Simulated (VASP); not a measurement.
# BeTe (Fm-3m) in VASP: further runs, part 2 of 2

VASP 6.6.1.

### Step 4. Single point, r2SCAN

File POSCAR:

```
BeTe
1.0
    0.0000000000      2.6832298771      2.6832298771
    2.6832298771      0.0000000000      2.6832298771
    2.6832298771      2.6832298771      0.0000000000
Be Te
1 1
Direct
    0.0000000000      0.0000000000      0.0000000000
    0.5000000000      0.5000000000      0.5000000000
```

File INCAR.step1:

```
PREC = Accurate
ENCUT = 520
ISMEAR = 0
SIGMA = 0.05
LREAL = F
LASPH = T
NELM = 60
NBANDS = 11
GGA = PE
ALGO = Normal
EDIFF = 1E-4
LWAVE = T
LCHARG = F
```

File INCAR.step2:

```
PREC = Accurate
ENCUT = 520
EDIFF = 1E-7
ISMEAR = 0
SIGMA = 0.05
LREAL = F
LASPH = T
NELM = 60
ALGO = Normal
ISIF = 2
LWAVE = F
LCHARG = F
METAGGA = R2SCAN
LMIXTAU = T
NBANDS = 11
ISTART = 1
```

File KPOINTS:

```
regular mesh
0
Gamma
  6 6 6
```

Potentials or basis: VASP PAW PBE potentials, release 64 (Be, Te).

Launch:

```sh
> cat potpaw_PBE.64/Be/POTCAR potpaw_PBE.64/Te/POTCAR > POTCAR
> cp INCAR.step1 INCAR
> mpirun -np 1 vasp_std > vasp.out
> cp INCAR.step2 INCAR
> mpirun -np 1 vasp_std > vasp.out
```

OUTCAR:

```text
PREC = Accurate
   ENCUT = 520
   EDIFF = 1E-7
   ISMEAR = 0
   LREAL = F
   LASPH = T
   NELM = 60
   ISIF = 2
   METAGGA = R2SCAN
   ISTART = 1

 ion  position               nearest neighbor table
   1  0.000  0.000  0.000-   2 2.68   2 2.68   2 2.68   2 2.68   2 2.68   2 2.68
   2  0.500  0.500  0.500-   1 2.68   1 2.68   1 2.68   1 2.68   1 2.68   1 2.68

  LATTYP: Found a face centered cubic cell.
 ALAT       =     5.3664597542

  Lattice vectors:

 A1 = (   0.0000000000,   2.6832298771,   2.6832298771)
 A2 = (   2.6832298771,   0.0000000000,   2.6832298771)
 A3 = (   2.6832298771,   2.6832298771,   0.0000000000)

Analysis of symmetry for initial positions (statically):
=====================================================================
 Subroutine PRICEL returns:
 Original cell was already a primitive cell.

 Routine SETGRP: Setting up the symmetry group for a
 face centered cubic supercell.

 Subroutine GETGRP returns: Found 48 space group operations
 (whereof 48 operations were pure point group operations)
 out of a pool of 48 trial point group operations.
[... 162 lines left out ...]
  band No.  band energies     occupation
      1      -6.7794      2.00000
      2       6.8569      2.00000
      3       6.8569      2.00000
      4       6.8569      2.00000
      5      10.7991      0.00000
      6      14.0387      0.00000
      7      14.0387      0.00000
      8      14.0387      0.00000
      9      14.4194      0.00000
     10      14.4194      0.00000
     11      14.4194      0.00000
[... 197 lines left out ...]
 k-point    16 :      -0.3333    0.5000    0.1667
  band No.  band energies     occupation
      1      -3.7979      2.00000
      2       1.4060      2.00000
      3       2.8507      2.00000
      4       2.9580      2.00000
      5       8.7823      0.00000
      6      12.8856      0.00000
      7      13.1973      0.00000
      8      17.3241      0.00000
      9      17.6599      0.00000
     10      18.6132      0.00000
     11      23.4350      0.00000

------------------------ aborting loop because EDIFF is reached ----------------------------------------

  FORCE on cell =-STRESS in cart. coord.  units (eV):
  Direction    XX          YY          ZZ          XY          YZ          ZX
  --------------------------------------------------------------------------------------
  -------------------------------------------------------------------------------------
  Total        0.0314995      0.0314995      0.0314995     -0.0000000      0.0000000     -0.0000000
  in kB        1.3062027      1.3062027      1.3062027     -0.0000000      0.0000000     -0.0000000
  external PRESSURE =       1.3062027 kB  Pullay stress =       0.0000000 kB

 VOLUME and BASIS-vectors are now :
 -----------------------------------------------------------------------------
  energy-cutoff  :      520.00
  volume of cell :       38.64
      direct lattice vectors                 reciprocal lattice vectors
     0.000000000  2.683229877  2.683229877    -0.186342588  0.186342588  0.186342588
     2.683229877  0.000000000  2.683229877     0.186342588 -0.186342588  0.186342588
     2.683229877  2.683229877  0.000000000     0.186342588  0.186342588 -0.186342588

 POSITION                                       TOTAL-FORCE (eV/Angst)
 -----------------------------------------------------------------------------------
      0.00000      0.00000      0.00000         0.000000      0.000000      0.000000
      2.68323      2.68323      2.68323        -0.000000     -0.000000     -0.000000
 -----------------------------------------------------------------------------------
    total drift:                                0.000000      0.000000      0.000000

  FREE ENERGIE OF THE ION-ELECTRON SYSTEM (eV)
  ---------------------------------------------------
  free  energy   TOTEN  =       -29.4857603902 eV

  energy  without entropy=      -29.4844003940  energy(sigma->0) =      -29.48508039
```

OUTCAR.step1:

```text
PREC = Accurate
   ENCUT = 520
   ISMEAR = 0
   LREAL = F
   LASPH = T
[... 433 lines left out ...]
 -----------------------------------------------------------------------------------
      0.00000      0.00000      0.00000         0.000000      0.000000      0.000000
      2.68323      2.68323      2.68323        -0.000000     -0.000000     -0.000000
 -----------------------------------------------------------------------------------
    total drift:                                0.000000      0.000000      0.000000

  FREE ENERGIE OF THE ION-ELECTRON SYSTEM (eV)
  ---------------------------------------------------
  free  energy   TOTEN  =        -6.5837682137 eV

  energy  without entropy=       -6.5821507317  energy(sigma->0) =       -6.58295947
```

Run time: 20 s. Hardware: 1 thread of Intel Xeon Platinum 8559C (Emerald Rapids), shared host; peak memory 0.16 GiB.

Results:

```yaml
Free_energy: -29.4858 eV
Pressure: 0.1 GPa
Band_gap_on_the_k_mesh: zero (band 4 reaches 7.39 eV, above the bottom of band 5 at 6.26 eV)
```

Caveat: the PAW data sets were made with another functional, which shifts forces and pressure a little; spin-orbit coupling is left out, which moves the levels of the heavy elements.

### Step 5. Single point, r2SCAN

POSCAR is that of step 4.

File INCAR.step1:

```
ALGO = Normal
EDIFF = 1E-4
ENCUT = 520
GGA = PE
ISMEAR = -1
ISYM = 0
LASPH = True
LCHARG = False
LREAL = False
LWAVE = True
NBANDS = 11
NELM = 100
PREC = Accurate
SIGMA = 0.02
```

File INCAR.step2:

```
ALGO = Normal
EDIFF = 1E-7
ENCUT = 520
ISIF = 2
ISMEAR = -1
ISTART = 1
ISYM = 0
LASPH = True
LCHARG = False
LMIXTAU = True
LREAL = False
LWAVE = False
METAGGA = R2SCAN
NBANDS = 11
NELM = 100
PREC = Accurate
SIGMA = 0.02
```

File KPOINTS:

```
Automatic mesh
0
Gamma
  6 6 6
  0.5 0.5 0.5
```

Launch:

```sh
> cat potpaw_PBE.64/Be/POTCAR potpaw_PBE.64/Te/POTCAR > POTCAR
> cp INCAR.step1 INCAR
> mpirun -np 1 vasp_std > vasp.out
> cp INCAR.step2 INCAR
> mpirun -np 1 vasp_std > vasp.out
```

Run time: 3.6 min. Hardware: 1 thread of Intel Xeon Platinum 8559C (Emerald Rapids), shared host; peak memory 0.31 GiB.

It converged, with:

```yaml
Free_energy: -29.5059 eV
Pressure: 0.2 GPa
Band_gap_on_the_k_mesh: zero (band 4 reaches 7.22 eV, above the bottom of band 5 at 6.70 eV)
```

Levels at points of the mesh, in eV from the Fermi level:
```tsv
k point	band 2	band 3	band 4	band 5	band 6	band 7
(0.08, 0.08, 0.08)	-0.99	-0.26	-0.26	4.11	6.36	6.36
```

Caveat: the PAW data sets were made with another functional, which shifts forces and pressure a little; spin-orbit coupling is left out, which moves the levels of the heavy elements.

### Step 6. The runs side by side

| level | k mesh | smearing | gap on the mesh (eV) | pressure (GPa) |
| --- | --- | --- | --- | --- |
| r2SCAN | 6 × 6 × 6 | methfessel-paxton 0.5 eV | none | 0.1 |
| r2SCAN+rVV10 | 6 × 6 × 6 | fermi-dirac 0.02 eV | none | -0.4 |
| r2SCAN | 6 × 6 × 6 | gaussian 0.05 eV | none | 0.1 |
| r2SCAN | 6 × 6 × 6, shifted | fermi-dirac 0.02 eV | none | 0.2 |

Alike in all rows: task single point; potentials or basis VASP PAW PBE potentials, release 64 (Be, Te); no spin polarisation; cell as given; cutoff (eV) 520.

Every run on the cell as given and a fine mesh finds a metal. The pressure there spans -0.4 GPa (r2SCAN+rVV10) to 0.2 GPa (r2SCAN); a positive pressure means that this level wants a larger cell, a negative one a smaller.

Caveats: the PAW data sets were made with another functional, which shifts forces and pressure a little; spin-orbit coupling is left out, which moves the levels of the heavy elements.

Total energies depend on the potentials used, so only differences within one code and one set of settings carry meaning.
